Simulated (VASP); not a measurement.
A run of VASP 6.6.1 is set up as follows.

INCAR

```
SYSTEM = Si4GePt
ALGO = Normal ; EDIFF = 1E-7
EDIFFG = -0.01 ; ENCUT = 600
GGA = PE ; IBRION = 2
ISIF = 3 ; ISMEAR = 0
LASPH = .True. ; LCHARG = .False.
LREAL = .False. ; LWAVE = .False.
NELM = 100 ; NSW = 100
PREC = Accurate ; SIGMA = 0.1
```

The input KPOINTS:

```
k-points
0
Gamma
  10 10 10
  0 0 0
```

The input POSCAR:

```
Si4GePt
1.0
    0.0000000000      3.6310172940      3.6310172940
    3.6310172940      0.0000000000      3.6310172940
    3.6310172940      3.6310172940      0.0000000000
Si Ge Pt
4 1 1
Direct
    0.6248057621      0.6248057621      0.1255827138
    0.6248057621      0.1255827138      0.6248057621
    0.1255827138      0.6248057621      0.6248057621
    0.6248057621      0.6248057621      0.6248057621
    0.0000000000      0.0000000000      0.0000000000
    0.2500000000      0.2500000000      0.2500000000
```

Potentials or basis: VASP PAW PBE potentials, release 64 (Si, Ge_d, Pt).

Run with:

```console
$ cat potpaw_PBE.64/Si/POTCAR potpaw_PBE.64/Ge_d/POTCAR potpaw_PBE.64/Pt/POTCAR > POTCAR
$ mpirun -np 1 vasp_std > vasp.out
```

Predict the band gap on the k mesh.

zero (band 20 reaches 9.69 eV, above the bottom of band 21 at 8.50 eV).

What does it give for the relaxed volume?

15.94 Å³/atom.

Estimate the relaxed cell.

a = 5.133 Å, b = 5.133 Å, c = 5.133 Å, α = 60.00°, β = 60.00°, γ = 60.00°.

Estimate the space group after relaxing (to 0.05 Å).

F-43m (No. 216).

The path:
```tsv
step	energy change (eV)	largest force (eV/Å)	pressure (GPa)	volume (Å³)
1	0.0000	0.1864	-0.07	95.74
2	-0.0038	0.0246	0.00	95.65
3	-0.0039	0.0002	0.02	95.63
```

Caveat: spin-orbit coupling is left out, which moves the levels of the heavy elements.
